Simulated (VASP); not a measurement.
# WC (P1) in VASP: a series of runs

WC is run at these levels: PBE+D3(BJ); tasks: single point.

All numbers are computed with VASP 6.6.1; they aren't measurements. Logs are shortened: lines on timing, memory, paths and dates and some standing lists are left out, and cuts for length are marked.

**1. The cell of the first run**

The typed cell holds 16 atoms: a = 6.054 Å, b = 5.243 Å, c = 5.924 Å, α = 90.00°, β = 90.00°, γ = 90.00°.

**2. Single point, PBE+D3(BJ)**

File INCAR:

```
SYSTEM = WC
PREC = Accurate ; ENCUT = 520
EDIFF = 1E-6 ; ISMEAR = -1
SIGMA = 0.17 ; LREAL = Auto
LASPH = .TRUE. ; NELM = 80
ALGO = Normal ; ISIF = 2
LWAVE = .FALSE. ; LCHARG = .FALSE.
GGA = PE ; IVDW = 12
NBANDS = 86
```

File KPOINTS:

```
regular mesh
0
G
  2 2 2
  0 0 0
```

File POSCAR:

```
WC
1.0
   -3.0267750000     -5.2425280000      0.0000000000
    4.5401630000     -2.6212640000      0.0000000000
    0.0000000000      0.0000000000      5.9236370000
W C
8 8
Direct
    0.7549600329      0.4980425050      0.0187216063
    0.7580382112      0.4994779057      0.5124047946
    0.4826247239     -0.0031945002     -0.0111755666
    0.4825919402     -0.0159471764      0.4926871785
    0.2525101476      0.5047597194      0.0065331485
    0.2517170766      0.4989448517      0.5063612102
    0.0123310947      0.0307309339     -0.0115300786
    0.0027956369     -0.0156246012      0.4794520664
    0.5025261847      0.6881765462      0.2697160545
    0.5051843212      0.6524169449      0.7830662142
    0.2541972351      0.1644870099      0.2531721643
    0.2701659173      0.1897357968      0.7376042793
   -0.0153777856      0.6318396284      0.2758102834
    0.0548329903      0.7108923455      0.7756383452
    0.7570243619      0.1667434436      0.2575951227
    0.7090606628      0.1718368014      0.7474630873
```

Potentials or basis: VASP PAW PBE potentials, release 64 (W_sv, C).

On the command line:

```sh
> cat potpaw_PBE.64/W_sv/POTCAR potpaw_PBE.64/C/POTCAR > POTCAR
> mpirun -np 1 vasp_std > vasp.out
```

OUTCAR:

```text
SYSTEM = WC
   PREC = Accurate
   ENCUT = 520
   EDIFF = 1E-6
   ISMEAR = -1
   LREAL = Auto
   LASPH = .TRUE.
   NELM = 80
   ISIF = 2
   GGA = PE
   IVDW = 12
 IVDW          = 12

 ion  position               nearest neighbor table
   1  0.755  0.498  0.019-  13 2.18  10 2.21  15 2.24   9 2.35  16 2.36  14 2.57   7 2.91   2 2.92
                             2 3.00   5 3.01   5 3.04   3 3.10   3 3.11   7 3.20
   2  0.758  0.499  0.512-  13 2.08  16 2.23  15 2.31   9 2.33  10 2.36  14 2.62   1 2.92   8 2.95
                             6 2.99   1 3.00   4 3.04   6 3.07   8 3.09   4 3.18
   3  0.483  0.997  0.989-  10 2.18  16 2.18  12 2.21  11 2.27   9 2.32  15 2.47   7 2.85   5 2.93
                             4 2.94   4 2.99   5 3.01   1 3.10   1 3.11   7 3.21
   4  0.483  0.984  0.493-   9 2.04  11 2.20  12 2.22  16 2.26  15 2.37  10 2.45   6 2.90   8 2.91
                             3 2.94   3 2.99   6 3.04   2 3.04   8 3.15   2 3.18
   5  0.253  0.505  0.007-  14 2.11  10 2.17  12 2.30  11 2.31  13 2.37   9 2.38   7 2.88   3 2.93
                             6 2.96   6 2.96   3 3.01   1 3.01   1 3.04   7 3.12
   6  0.252  0.499  0.506-  12 2.13  13 2.23  14 2.28   9 2.29  11 2.31  10 2.39   4 2.90   5 2.96
                             8 2.96   5 2.96   2 2.99   4 3.04   2 3.07   8 3.09
   7  0.012  0.031  0.988-  14 2.11  11 2.26  12 2.31  15 2.33  16 2.44  13 2.70   3 2.85   5 2.88
                             1 2.91   8 2.92   8 3.03   5 3.12   1 3.20   3 3.21
   8  0.003  0.984  0.479-  15 2.20  13 2.21  11 2.24  14 2.29  12 2.47  16 2.58   4 2.91   7 2.92
                             2 2.95   6 2.96   7 3.03   2 3.09   6 3.09   4 3.15
   9  0.503  0.688  0.270-   4 2.04   6 2.29   3 2.32   2 2.33   1 2.35   5 2.38
  10  0.505  0.652  0.783-   5 2.17   3 2.18   1 2.21   2 2.36   6 2.39   4 2.45
  11  0.254  0.164  0.253-   4 2.20   8 2.24   7 2.26   3 2.27   5 2.31   6 2.31
  12  0.270  0.190  0.738-   6 2.13   3 2.21   4 2.22   5 2.30   7 2.31   8 2.47
  13  0.985  0.632  0.276-   2 2.08   1 2.18   8 2.21   6 2.23   5 2.37   7 2.70
  14  0.055  0.711  0.776-   7 2.11   5 2.11   6 2.28   8 2.29   1 2.57   2 2.62
  15  0.757  0.167  0.258-   8 2.20   1 2.24   2 2.31   7 2.33   4 2.37   3 2.47
  16  0.709  0.172  0.747-   3 2.18   2 2.23   4 2.26   1 2.36   7 2.44   8 2.58

  LATTYP: Found a simple orthorhombic cell.
 ALAT       =     5.2425284953
 B/A-ratio  =     1.1299198479
 C/A-ratio  =     1.1547004339

  Lattice vectors:

 A1 = (   4.5401630000,  -2.6212640000,   0.0000000000)
 A2 = (   0.0000000000,   0.0000000000,   5.9236370000)
 A3 = (  -3.0267750000,  -5.2425280000,   0.0000000000)

Analysis of symmetry for initial positions (statically):
=====================================================================
 Subroutine PRICEL returns:
 Original cell was already a primitive cell.

 Routine SETGRP: Setting up the symmetry group for a
 simple orthorhombic supercell.

 Subroutine GETGRP returns: Found  1 space group operations
 (whereof  1 operations were pure point group operations)
 out of a pool of  8 trial point group operations.

The static configuration has the point symmetry C_1 .

Analysis of symmetry for dynamics (positions and initial velocities):
=====================================================================
 Subroutine PRICEL returns:
 Original cell was already a primitive cell.

 Routine SETGRP: Setting up the symmetry group for a
 simple orthorhombic supercell.

 Subroutine GETGRP returns: Found  1 space group operations
 (whereof  1 operations were pure point group operations)
 out of a pool of  8 trial point group operations.

The dynamic configuration has the point symmetry C_1 .

 Subroutine INISYM returns: Found  1 space group operations
 (whereof  1 operations are pure point group operations),
 and found     1 'primitive' translations

----------------------------------------------------------------------------------------

                                     Primitive cell

  volume of cell :     187.9920

  direct lattice vectors                    reciprocal lattice vectors
    -3.026775000 -5.242528000  0.000000000    -0.082596156 -0.143060756  0.000000000
     4.540163000 -2.621264000  0.000000000     0.165192312 -0.095373827  0.000000000
     0.000000000  0.000000000  5.923637000     0.000000000  0.000000000  0.168815206

  length of vectors
     6.053549928  5.242528495  5.923637000     0.165192327  0.190747652  0.168815206

  position of ions in fractional coordinates (direct lattice)
     0.754960033  0.498042505  0.018721606
     0.758038211  0.499477906  0.512404795
     0.482624724  0.996805500  0.988824433
     0.482591940  0.984052824  0.492687178
     0.252510148  0.504759719  0.006533148
     0.251717077  0.498944852  0.506361210
[... 8 lines left out ...]
     0.757024362  0.166743444  0.257595123
     0.709060663  0.171836801  0.747463087

  ion indices of the primitive-cell ions
   primitive index   ion index
                 1           1
                 2           2
                 3           3
                 4           4
                 5           5
                 6           6
[... 8 lines left out ...]
                15          15
                16          16

----------------------------------------------------------------------------------------

 KPOINTS: regular mesh

Automatic generation of k-mesh.
 Grid dimensions read from file:
 generate k-points for:    2    2    2

 Generating k-lattice:

  Cartesian coordinates                     Fractional coordinates (reciprocal lattice)
    -0.041298078 -0.071530378  0.000000000     0.500000000  0.000000000  0.000000000
     0.082596156 -0.047686914  0.000000000     0.000000000  0.500000000  0.000000000
     0.000000000  0.000000000  0.084407603     0.000000000  0.000000000  0.500000000

  Length of vectors
     0.082596164  0.095373826  0.084407603

  Shift w.r.t. Gamma in fractional coordinates (k-lattice)
     0.000000000  0.000000000  0.000000000

 Subroutine IBZKPT returns following result:
 ===========================================

 Found      8 irreducible k-points:

 Following reciprocal coordinates:
            Coordinates               Weight
  0.000000  0.000000  0.000000      1.000000
  0.500000  0.000000  0.000000      1.000000
  0.000000  0.500000  0.000000      1.000000
  0.500000  0.500000  0.000000      1.000000
  0.000000  0.000000  0.500000      1.000000
  0.500000  0.000000  0.500000      1.000000
  0.000000  0.500000  0.500000      1.000000
  0.500000  0.500000  0.500000      1.000000
   k-points           NKPTS =      8   k-points in BZ     NKDIM =      8   number of bands    NBANDS=     86
   number of dos      NEDOS =    301   number of ions     NIONS =     16
   total plane-waves  NPLWV =  92160
   dimension x,y,z NGX =    48 NGY =   40 NGZ =   48
   dimension x,y,z NGXF=    96 NGYF=   80 NGZF=   96
   ions per type =               8   8
   NGX,Y,Z   is equivalent  to a cutoff of  13.18, 12.68, 13.47 a.u.
   NGXF,Y,Z  is equivalent  to a cutoff of  26.36, 25.37, 26.94 a.u.
 SYSTEM =  WC
   PREC   = accura    normal or accurate (medium, high low for compatibility)
   ISTART =      0    job   : 0-new  1-cont  2-samecut
   ICHARG =      2    charge: 1-file 2-atom 10-const
   ISPIN  =      1    spin polarized calculation?
   LNONCOLLINEAR =      F non collinear calculations
   LSORBIT =      F    spin-orbit coupling
   LASPH  =      T    aspherical Exc in radial PAW
   ENCUT  =  520.0 eV  38.22 Ry    6.18 a.u.  11.26  9.75 11.01*2*pi/ulx,y,z
   NELM   =     80;   NELMIN=  2; NELMDL= -5     # of ELM steps
   EDIFF  = 0.1E-05   stopping-criterion for ELM
   LREAL  =      T    real-space projection
   EDIFFG = 0.1E-04   stopping-criterion for IOM
   NSW    =      0    number of steps for IOM
[... 5 lines left out ...]
   TEBEG  =    0.0;   TEEND  =   0.0 temperature during run
   PSTRESS=    0.0 pullay stress
   NELECT =     144.0000    total number of electrons
   NUPDOWN=      -1.0000    fix difference up-down
   EMIN   =  10.00;   EMAX   =-10.00  energy-range for DOS
   EFERMI =   0.00;   METHOD = LEGACY
   ISMEAR =    -1;   SIGMA  =   0.17  broadening in eV -4-tet -1-fermi 0-gaus
   EFERMI_NEDOS =   21; number of points for ismear=-14 and -15
   IALGO  =     38    algorithm
   IMIX   =      4    mixing-type and parameters
     AMIX     =   0.40;   BMIX     =  1.00
     AMIX_MAG =   1.60;   BMIX_MAG =  1.00
  volume/ion in A,a.u.               =      11.75        79.29
  Fermi-wavevector in a.u.,A,eV,Ry     =   1.497899  2.830619 30.527412  2.243702
  Thomas-Fermi vector in A             =   2.609728
   LORBIT       =      0    0 simple, 1 ext, 2 COOP (PROOUT), +10 PAW based schemes
   GGA     = PE    functional components
   LHFCALC =     F    Hartree Fock is set to
   AEXX    =    0.0000 exact exchange contribution
   IVDW    =    12    specifies the selected vdW correction
   LEPSILON=     F    determine dielectric tensor
   LRPA    =     F    only Hartree local field effects (RPA)
 non-spin polarized calculation
  energy-cutoff  :      520.00
  volume of cell :      187.99
 maximum number of plane-waves:      5088
 NGX is ok and might be reduce to    48
   NGX = 23   NGY = 19   NGZ = 23

 number of electron     144.0000004 magnetization

 Free energy of the ion-electron system (eV)
  ---------------------------------------------------
  ext. energy  EPLUGINS =         0.00000000
  ---------------------------------------------------
  free energy    TOTEN  =      -174.04101172 eV

  energy without entropy =     -173.58950026  energy(sigma->0) =     -173.81525599

 E-fermi :   9.7959     XC(G=0): -13.0965

 val. band max:        9.7748787497   @ k =   0.0000   0.0000   0.5000
 cond. band min:       9.8180156336   @ k =   0.5000   0.0000   0.5000
 fundamental gap:      0.0431368839
 Fermi energy:         9.7958837657

 k-point     1 :       0.0000    0.0000    0.0000
  band No.  band energies     occupation
      1     -64.8065      2.00000
      2     -64.7949      2.00000
      3     -64.7767      2.00000
      4     -64.7555      2.00000
      5     -64.7533      2.00000
      6     -64.7362      2.00000
[... 685 lines left out ...]
     83      12.8018      0.00000
     84      12.9743      0.00000
 [bands above 84 left out]

------------------------ aborting loop because EDIFF is reached ----------------------------------------

 Edisp (eV)   -6.50224

 E8    (eV) :    -2.9789

  FORCE on cell =-STRESS in cart. coord.  units (eV):
  Direction    XX          YY          ZZ          XY          YZ          ZX
  --------------------------------------------------------------------------------------
  -------------------------------------------------------------------------------------
  Total     -31.03919   -33.37821   -42.42471    -1.31737     1.03083    -0.01249
  in kB    -264.53404  -284.46859  -361.56812   -11.22735     8.78531    -0.10646
  external pressure =     -303.52 kB  Pullay stress =        0.00 kB

 VOLUME and BASIS-vectors are now :
 -----------------------------------------------------------------------------
  energy-cutoff  :      520.00
  volume of cell :      187.99
      direct lattice vectors                 reciprocal lattice vectors
    -3.026775000 -5.242528000  0.000000000    -0.082596156 -0.143060756  0.000000000
     4.540163000 -2.621264000  0.000000000     0.165192312 -0.095373827  0.000000000
     0.000000000  0.000000000  5.923637000     0.000000000  0.000000000  0.168815206

 POSITION                                       TOTAL-FORCE (eV/Angst)
 -----------------------------------------------------------------------------------
     -0.02390     -5.26340      0.11090         0.408442      0.370622     -1.285610
     -0.02670     -5.28330      3.03530         0.142310      1.957791      0.067475
      3.06486     -5.14306      5.85744        -0.308274     -2.264387      1.278488
      3.00706     -5.10946      2.91850         1.164303     -3.108788      1.045441
      1.52740     -2.64690      0.03870        -0.325471     -0.236363      0.361566
      1.50340     -2.62750      2.99950         0.171000     -0.452818     -0.480464
[... 8 lines left out ...]
     -1.53430     -4.40580      1.52590         0.174618      0.595910     -0.392766
     -1.36600     -4.16770      4.42770        -1.193555     -2.203849      0.395344
 -----------------------------------------------------------------------------------
    total drift:                                0.016602      0.004506     -0.029083

  FREE ENERGIE OF THE ION-ELECTRON SYSTEM (eV)
  ---------------------------------------------------
  free  energy   TOTEN  =      -180.5432564844 eV

  energy  without entropy=     -180.0917450299  energy(sigma->0) =     -180.31750076
```

It took 5.9 min on 1 thread of AMD EPYC 7R43 (Zen 3), shared host; peak memory 0.29 GiB.

What came out:

* Free energy: -180.5433 eV
* Pressure: -30.4 GPa
* Largest force: 3.480 eV/Å
* Band gap on the k mesh: zero (band 72 reaches 9.91 eV, above the bottom of band 73 at 9.73 eV)
* Dispersion energy per atom: -0.406 eV

Forces on the atoms (eV/Å):
```
W    0.408  0.371 -1.286
W    0.142  1.958  0.067
W   -0.308 -2.264  1.278
W    1.164 -3.109  1.045
W   -0.325 -0.236  0.362
W    0.171 -0.453 -0.480
W   -0.442  1.748  0.521
W    1.404 -0.389  2.025
C   -2.206  1.541 -1.122
C    0.629 -0.691 -1.309
C    0.068  0.470 -0.241
C   -0.179  1.969  1.139
C    0.510 -2.258 -0.748
C   -0.017  2.952 -1.255
C    0.175  0.596 -0.393
C   -1.194 -2.204  0.395
```

Stress tensor (GPa, compression positive):
```
-26.45  -1.12  -0.01
 -1.12 -28.45   0.88
 -0.01   0.88 -36.16
```

Caveat: the k points lie up to 0.60 Å⁻¹ apart; spin-orbit coupling is left out, which moves the levels of the heavy elements; pairwise dispersion overbinds metals, which lowers pressure and volume; forces of over 1 eV/Å act on the atoms, so gaps and moduli don't describe the material at rest.

**3. Single point, PBE+D3(BJ)**

File INCAR:

```
SYSTEM = WC
PREC = Accurate
ENCUT = 520
EDIFF = 1E-6
ISMEAR = -1
SIGMA = 0.17
LREAL = Auto
LASPH = .TRUE.
NELM = 60
ALGO = Normal
ISIF = 2
LWAVE = .FALSE.
LCHARG = .FALSE.
GGA = PE
IVDW = 12
NBANDS = 86
```

File KPOINTS:

```
Automatic mesh
0
G
  2 2 2
  0 0 0
```

File POSCAR:

```
WC
1.0
   -3.0267750000     -5.2425280000      0.0000000000
    4.5401630000     -2.6212640000      0.0000000000
    0.0000000000      0.0000000000      5.9236370000
W C
8 8
Direct
    0.7414042263      0.4958552759     -0.0111249221
    0.7413759744      0.4925546208      0.4901380689
    0.5045494682      0.0030081996     -0.0042203801
    0.5172804992      0.0065397835      0.4905263439
    0.2534223687      0.5115570718      0.0025997542
    0.2545449891      0.4919537931      0.5009253606
   -0.0165083540     -0.0021953118      0.0112768558
   -0.0000039183      0.0042042852      0.5191574028
    0.4920869871      0.6461082103      0.2356997905
    0.5257528481      0.6474074999      0.7509406805
    0.2403448657      0.1680049441      0.2600935878
    0.2511560985      0.1545083293      0.7513796001
    0.0056892170      0.6729097567      0.2520242209
    0.0178445854      0.6625998989      0.7471423384
    0.7364001570      0.1681255905      0.2450521529
    0.7909680959      0.1602767254      0.7689532630
```

Potentials or basis: VASP PAW PBE potentials, release 64 (W_sv, C).

On the command line:

```sh
> cat potpaw_PBE.64/W_sv/POTCAR potpaw_PBE.64/C/POTCAR > POTCAR
> mpirun -np 1 vasp_std > vasp.out
```

It took 6.4 min on 1 thread of AMD EPYC 7R43 (Zen 3), shared host; peak memory 0.29 GiB.

The run converged. Its results:

| Quantity | Value |
| --- | --- |
| Free energy | -181.8763 eV |
| Pressure | -33.3 GPa |
| Largest force | 3.827 eV/Å |
| Band gap on the k mesh | zero (band 72 reaches 9.88 eV, above the bottom of band 73 at 9.71 eV) |
| Dispersion energy per atom | -0.406 eV |

Forces in eV/Å, atoms in the order of the input:
```
W   -0.882 -1.589  1.528
W   -0.126 -1.724  0.550
W   -0.207  0.926  0.098
W   -0.095  2.247  1.162
W   -0.974  1.337 -0.522
W    0.544 -0.085 -0.013
W   -1.906 -2.658  0.452
W   -1.402 -0.370 -2.174
C    0.822 -1.258  0.982
C    1.867  1.012 -0.741
C   -0.225 -0.267 -0.369
C    0.142 -1.039  0.118
C   -0.053  0.926  0.141
C    0.487  0.551  0.187
C   -0.415 -0.558  0.111
C    2.422  2.550 -1.510
```

Stress tensor (GPa, compression positive):
```
-29.72   0.62  -0.98
  0.62 -31.51  -0.95
 -0.98  -0.95 -38.81
```

Levels at points of the mesh, in eV from the Fermi level:
```csv
k point,band 68,band 69,band 70,band 71,band 72,band 73,band 74,band 75,band 76,band 77
"(0.00, 0.00, 0.00)",-0.93,-0.84,-0.61,-0.54,-0.16,-0.06,0.52,0.75,1.41,1.66
"(0.50, 0.00, 0.00)",-1.51,-1.07,-0.85,-0.19,0.11,0.18,0.34,0.61,0.70,1.56
"(0.00, 0.50, 0.00)",-1.68,-0.75,-0.71,-0.42,-0.18,0.81,0.92,1.40,1.54,1.78
"(0.50, 0.50, 0.00)",-1.73,-1.64,-1.60,-1.32,-1.17,1.02,1.19,1.36,1.45,1.82
"(0.00, 0.00, 0.50)",-1.19,-1.16,-1.12,-0.21,-0.16,0.23,0.38,0.66,0.80,1.99
"(0.50, 0.00, 0.50)",-1.34,-1.21,-1.10,-0.96,-0.87,0.18,0.22,0.35,0.44,2.23
"(0.00, 0.50, 0.50)",-1.54,-1.49,-1.29,-1.18,-1.06,0.52,0.60,0.68,0.91,2.12
"(0.50, 0.50, 0.50)",-1.67,-1.54,-1.46,-1.46,-1.19,0.94,1.03,1.14,1.38,1.55
```

Caveat: the k points lie up to 0.60 Å⁻¹ apart; spin-orbit coupling is left out, which moves the levels of the heavy elements; pairwise dispersion overbinds metals, which lowers pressure and volume; forces of over 1 eV/Å act on the atoms, so gaps and moduli don't describe the material at rest.
